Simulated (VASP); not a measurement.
The system is Ti2C.

```
CELL_PARAMETERS angstrom
1.54070 0.88952 4.81377
-1.54070 0.88952 4.81377
0.00000 -1.77905 4.81377
ATOMIC_POSITIONS crystal
Ti 0.24550 0.24550 0.24550
Ti 0.75450 0.75450 0.75450
C 0.50000 0.50000 0.50000
```

Base run:

- Program: VASP 6.6.1
- Functional: r2SCAN
- Potentials or basis: VASP PAW PBE potentials, release 64 (Ti_sv, C)
- Cutoff: 520 eV
- k mesh: 9 × 9 × 9
- Occupations: gaussian, width 0.1 eV
- Spin: no spin polarisation

Its results: band gap on the k mesh zero (band 14 reaches 9.22 eV, above the bottom of band 15 at 8.32 eV); pressure 0.2 GPa; largest force 0.012 eV/Å.

The run is repeated on the same cell with these changes: k mesh from 9 × 9 × 9 to 1 × 1 × 1. What comes out?

Band gap on the k mesh zero (filled and empty bands touch); pressure 12.5 GPa; largest force 7.435 eV/Å.

Caveats: some runs use coarse meshes; the PAW data sets were made with another functional, which shifts forces and pressure a little.
